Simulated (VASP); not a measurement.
# Ni3Ge (Pm-3m) in VASP: vibrations by perturbation theory with PBEsol

Aim: the vibrations by perturbation theory of Ni3Ge with PBEsol.

Program: VASP 6.6.1. These are calculated values, not measurements. Logs are shortened: lines on timing, memory, paths and dates and some standing lists are left out, and cuts for length are marked.

## 1. The cell of the first run

Symmetry: Pm-3m, No. 221, cubic system. The conventional cell has a = 3.527 Å, b = 3.527 Å, c = 3.527 Å, α = 90.00°, β = 90.00°, γ = 90.00°. Within 3.3 Å of Ni (site symmetry 4/mmm) lie 8 Ni at 2.49 Å and 4 Ge at 2.49 Å. Within 3.3 Å of Ge (site symmetry m-3m) lie 12 Ni at 2.49 Å.

## 2. Vibrations by perturbation theory, PBEsol

INCAR reads:

```
SYSTEM = Ni3Ge
  PREC = Accurate
  ENCUT = 520
  EDIFF = 1E-8
  ISMEAR = -1
  SIGMA = 0.15
  LREAL = .False.
  LASPH = .True.
  NELM = 60
  ALGO = Normal
  ISIF = 2
  LWAVE = .False.
  LCHARG = .True.
  GGA = PS
  NBANDS = 30
  IBRION = 8
  NSW = 1
```

KPOINTS reads:

```
Automatic mesh
0
Gamma
  12 12 12
  0 0 0
```

POSCAR reads:

```
Ni3Ge
1.0
    3.5269858132      0.0000000000      0.0000000000
    0.0000000000      3.5269858132      0.0000000000
    0.0000000000      0.0000000000      3.5269858132
Ni Ge
3 1
Direct
    0.5000000000      0.0000000000      0.5000000000
    0.0000000000      0.5000000000      0.5000000000
    0.5000000000      0.5000000000      0.0000000000
    0.0000000000      0.0000000000      0.0000000000
```

Potentials or basis: VASP PAW PBE potentials, release 64 (Ni, Ge_d).

Run with:

```bash
$ cat potpaw_PBE.64/Ni/POTCAR potpaw_PBE.64/Ge_d/POTCAR > POTCAR
$ mpirun -np 1 vasp_std > vasp.out
```

OUTCAR:

```text
SYSTEM = Ni3Ge
   PREC = Accurate
   ENCUT = 520
   EDIFF = 1E-8
   ISMEAR = -1
   LREAL = .False.
   LASPH = .True.
   NELM = 60
   ISIF = 2
   GGA = PS
   IBRION = 8
   NSW = 1

 ion  position               nearest neighbor table
   1  0.500  0.000  0.500-   2 2.49   3 2.49   4 2.49   3 2.49   4 2.49   2 2.49   3 2.49   3 2.49
                             2 2.49   4 2.49   4 2.49   2 2.49
   2  0.000  0.500  0.500-   1 2.49   3 2.49   4 2.49   3 2.49   4 2.49   1 2.49   4 2.49   4 2.49
                             1 2.49   3 2.49   3 2.49   1 2.49
   3  0.500  0.500  0.000-   1 2.49   2 2.49   4 2.49   1 2.49   2 2.49   1 2.49   4 2.49   1 2.49
                             2 2.49   4 2.49   2 2.49   4 2.49
   4  0.000  0.000  0.000-   1 2.49   2 2.49   3 2.49   1 2.49   2 2.49   2 2.49   3 2.49   2 2.49
                             1 2.49   3 2.49   1 2.49   3 2.49

  LATTYP: Found a simple cubic cell.
 ALAT       =     3.5269858132

  Lattice vectors:

 A1 = (   3.5269858132,   0.0000000000,   0.0000000000)
 A2 = (   0.0000000000,   3.5269858132,   0.0000000000)
 A3 = (   0.0000000000,   0.0000000000,   3.5269858132)

Analysis of symmetry for initial positions (statically):
=====================================================================
 Subroutine PRICEL returns:
 Original cell was already a primitive cell.

 Routine SETGRP: Setting up the symmetry group for a
 simple cubic supercell.

 Subroutine GETGRP returns: Found 48 space group operations
 (whereof 48 operations were pure point group operations)
 out of a pool of 48 trial point group operations.

The static configuration has the point symmetry O_h .

Analysis of symmetry for dynamics (positions and initial velocities):
=====================================================================
 Subroutine PRICEL returns:
 Original cell was already a primitive cell.

 Routine SETGRP: Setting up the symmetry group for a
 simple cubic supercell.

 Subroutine GETGRP returns: Found 48 space group operations
 (whereof 48 operations were pure point group operations)
 out of a pool of 48 trial point group operations.

The dynamic configuration has the point symmetry O_h .

 Subroutine INISYM returns: Found 48 space group operations
 (whereof 48 operations are pure point group operations),
 and found     1 'primitive' translations

----------------------------------------------------------------------------------------

                                     Primitive cell

  volume of cell :      43.8744

  direct lattice vectors                    reciprocal lattice vectors
     3.526985813  0.000000000  0.000000000     0.283528217  0.000000000  0.000000000
     0.000000000  3.526985813  0.000000000     0.000000000  0.283528217  0.000000000
     0.000000000  0.000000000  3.526985813     0.000000000  0.000000000  0.283528217

  length of vectors
     3.526985813  3.526985813  3.526985813     0.283528217  0.283528217  0.283528217

  position of ions in fractional coordinates (direct lattice)
     0.500000000  0.000000000  0.500000000
     0.000000000  0.500000000  0.500000000
     0.500000000  0.500000000  0.000000000
     0.000000000  0.000000000  0.000000000

  ion indices of the primitive-cell ions
   primitive index   ion index
                 1           1
                 2           2
                 3           3
                 4           4
[... 117 lines left out ...]
  ---------------------------------------------------
  free energy    TOTEN  =       -24.81751836 eV

  energy without entropy =      -24.64594966  energy(sigma->0) =      -24.73173401

 E-fermi :  10.3289     XC(G=0): -13.6677

 val. band max:       10.2994937390   @ k =   0.5000   0.4167   0.3333
 cond. band min:      10.3667441775   @ k =   0.4167   0.4167   0.3333
 fundamental gap:      0.0672504385
 Fermi energy:        10.3289281303

 k-point     1 :       0.0000    0.0000    0.0000
  band No.  band energies     occupation
      1     -14.3289      2.00000
      2     -14.3289      2.00000
      3     -14.3141      2.00000
      4     -14.3141      2.00000
      5     -14.3141      2.00000
      6      -2.3379      2.00000
[... 781 lines left out ...]
     29      20.1200      0.00000
     30      21.1747      0.00000

 [... further k-points ...]

------------------------ aborting loop because EDIFF is reached ----------------------------------------

  FORCE on cell =-STRESS in cart. coord.  units (eV):
  Direction    XX          YY          ZZ          XY          YZ          ZX
  --------------------------------------------------------------------------------------
  -------------------------------------------------------------------------------------
  Total        0.0564527      0.0564527      0.0564527      0.0000000     -0.0000000     -0.0000000
  in kB        2.0615053      2.0615053      2.0615053      0.0000000     -0.0000000     -0.0000000
  external PRESSURE =       2.0615053 kB  Pullay stress =       0.0000000 kB

 VOLUME and BASIS-vectors are now :
 -----------------------------------------------------------------------------
  energy-cutoff  :      520.00
  volume of cell :       43.87
      direct lattice vectors                 reciprocal lattice vectors
     3.526985813  0.000000000  0.000000000     0.283528217  0.000000000  0.000000000
     0.000000000  3.526985813  0.000000000     0.000000000  0.283528217  0.000000000
     0.000000000  0.000000000  3.526985813     0.000000000  0.000000000  0.283528217

 POSITION                                       TOTAL-FORCE (eV/Angst)
 -----------------------------------------------------------------------------------
      1.76349      0.00000      1.76349         0.000000      0.000000      0.000000
      0.00000      1.76349      1.76349         0.000000      0.000000      0.000000
      1.76349      1.76349      0.00000         0.000000      0.000000      0.000000
      0.00000      0.00000      0.00000         0.000000      0.000000      0.000000
 -----------------------------------------------------------------------------------
    total drift:                                0.000000      0.000000      0.000000

  FREE ENERGIE OF THE ION-ELECTRON SYSTEM (eV)
  ---------------------------------------------------
  free  energy   TOTEN  =       -24.8175183592 eV

  energy  without entropy=      -24.6459496566  energy(sigma->0) =      -24.73173401

[... ionic steps 2 to 12 ...]

--------------------------------------- Ionic step       13  -------------------------------------------

 Free energy of the ion-electron system (eV)
  ---------------------------------------------------
  ---------------------------------------------------
  free energy    TOTEN  =        -0.19427014 eV

  energy without entropy =       -0.19427014

------------------------ aborting loop because EDIFF is reached ----------------------------------------

 INTERNAL STRAIN TENSOR  FOR ION    4  DIRECTION 1   (eV/Angst):
 -----------------------------------------------------------------------------
    -0.05112  0.00000 -0.00000
    -0.00000  0.00734 -0.00000
    -0.00000 -0.00000  0.00734

 INTERNAL STRAIN TENSOR FOR ION    4 for displacements in x,y,z  (eV/Angst):
          X           Y           Z          XY          YZ          ZX
  --------------------------------------------------------------------------------
  x     0.00000     0.00000     0.00000     0.00000     0.00000     0.00000
  y     0.00000     0.00000     0.00000     0.00000     0.00000     0.00000
  z     0.00000     0.00000     0.00000     0.00000     0.00000     0.00000

 SECOND DERIVATIVES (NOT SYMMETRIZED)
 ------------------------------------
               1X          1Y          1Z          2X          2Y          2Z          3X          3Y          3Z          4X          4Y          4Z
  1X    -8.778588    0.000000    0.000000    5.533760    0.000000    0.000000   -0.632716    0.000000    0.000000    3.877544    0.000000    0.000000
  1Y     0.000000  -10.290047    0.000000   -0.000000    5.533896   -0.000000   -0.000000    5.533896    0.000000    0.000000   -0.777745    0.000000
  1Z     0.000000    0.000000   -8.778588    0.000000    0.000000   -0.632716    0.000000    0.000000    5.533760    0.000000    0.000000    3.877544
  2X     5.533896   -0.000000   -0.000000  -10.290047    0.000000    0.000000    5.533896   -0.000000    0.000000   -0.777745    0.000000    0.000000
  2Y     0.000000    5.533760    0.000000    0.000000   -8.778588    0.000000    0.000000   -0.632716    0.000000    0.000000    3.877544    0.000000
  2Z     0.000000    0.000000   -0.632716    0.000000    0.000000   -8.778588    0.000000    0.000000    5.533760    0.000000    0.000000    3.877544
  3X    -0.632716    0.000000    0.000000    5.533760    0.000000    0.000000   -8.778588    0.000000    0.000000    3.877544    0.000000    0.000000
  3Y     0.000000    5.533760    0.000000    0.000000   -0.632716    0.000000    0.000000   -8.778588    0.000000    0.000000    3.877544    0.000000
  3Z    -0.000000   -0.000000    5.533896    0.000000   -0.000000    5.533896   -0.000000   -0.000000  -10.290047   -0.000000    0.000000   -0.777745
  4X     3.884855    0.000000    0.000000   -0.772559   -0.000000    0.000000    3.884855    0.000000    0.000000   -6.997152    0.000000   -0.000000
  4Y    -0.000000   -0.772559    0.000000    0.000000    3.884855    0.000000    0.000000    3.884855    0.000000    0.000000   -6.997152   -0.000000
  4Z     0.000000    0.000000    3.884855    0.000000    0.000000    3.884855    0.000000    0.000000   -0.772559   -0.000000   -0.000000   -6.997152

 Eigenvectors and eigenvalues of the dynamical matrix
 ----------------------------------------------------

   1 f  =    8.868802 THz    55.724328 2PiTHz  295.831402 cm-1    36.678403 meV
             X         Y         Z           dx          dy          dz
      1.763493  0.000000  1.763493    -0.491368    0.007471    0.000000
      0.000000  1.763493  1.763493     0.656294   -0.005593    0.000000
      1.763493  1.763493  0.000000    -0.491368   -0.005593   -0.000000
      0.000000  0.000000  0.000000     0.293709    0.003343   -0.000000
[... 71 lines left out ...]
  12 f/i=    0.003873 THz     0.024337 2PiTHz    0.129201 cm-1     0.016019 meV
             X         Y         Z           dx          dy          dz
      1.763493  0.000000  1.763493     0.230201   -0.415559    0.102985
      0.000000  1.763493  1.763493     0.230282   -0.415415    0.102985
      1.763493  1.763493  0.000000     0.230201   -0.415415    0.103020
      0.000000  0.000000  0.000000     0.255677   -0.461387    0.114382

--------------------------------------------------------------------------------------------------------

 ELASTIC MODULI CONTR FROM IONIC RELAXATION (kBar)
 Direction    XX          YY          ZZ          XY          YZ          ZX
 --------------------------------------------------------------------------------
 XX           0.0000      0.0000      0.0000      0.0000      0.0000      0.0000
 YY           0.0000      0.0000      0.0000      0.0000      0.0000      0.0000
 ZZ           0.0000      0.0000      0.0000      0.0000      0.0000      0.0000
 XY           0.0000      0.0000      0.0000      0.0000      0.0000      0.0000
 YZ           0.0000      0.0000      0.0000      0.0000      0.0000      0.0000
 ZX           0.0000      0.0000      0.0000      0.0000      0.0000      0.0000
 --------------------------------------------------------------------------------
```

Wall time 25 min (1 thread of Intel Xeon Platinum 8488C (Sapphire Rapids), shared host); peak memory 0.88 GiB.

Results:

| Item | Value |
| --- | --- |
| Highest phonon frequency at Γ | 296 cm⁻¹ |

Phonon frequencies in cm⁻¹ (negative: imaginary):
| q point | frequencies |
| --- | --- |
| (0.000, 0.000, 0.000) | 0 0 0 173 173 173 194 194 194 296 296 296 |

Caveat: the PAW data sets were made with another functional, which shifts forces and pressure a little.
